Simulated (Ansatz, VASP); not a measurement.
# NbN in VASP and in Ansatz

```
CELL_PARAMETERS angstrom
0.00000 2.21077 2.21077
2.21077 0.00000 2.21077
2.21077 2.21077 0.00000
ATOMIC_POSITIONS crystal
Nb 0.50000 0.50000 0.50000
N 0.00000 0.00000 0.00000
```

Alike in both runs: functional PBE; k mesh 16 × 16 × 16; occupations gaussian, width 0.1 eV; no spin polarisation.

Ansatz relaxed the structure, and its values are those at the end. VASP's run is a single point on that final structure, the one shown.

```csv
,VASP,Ansatz
version,VASP 6.6.1,Ansatz 0.2.0
potentials or method,"VASP PAW PBE potentials, release 64 (Nb_sv, N), cutoff 520 eV","scalar-relativistic, plane waves, PAW"
valence electrons in the cell,18,18
```

|  | VASP | Ansatz | Ansatz less VASP |
| --- | --- | --- | --- |
| gap on the k mesh at the Fermi level (eV) | none | none | - |
| pressure (GPa) | -0.5 | 0.0 | +0.55 |

A gap of «none» marks a metal or a gap that the smearing closes.
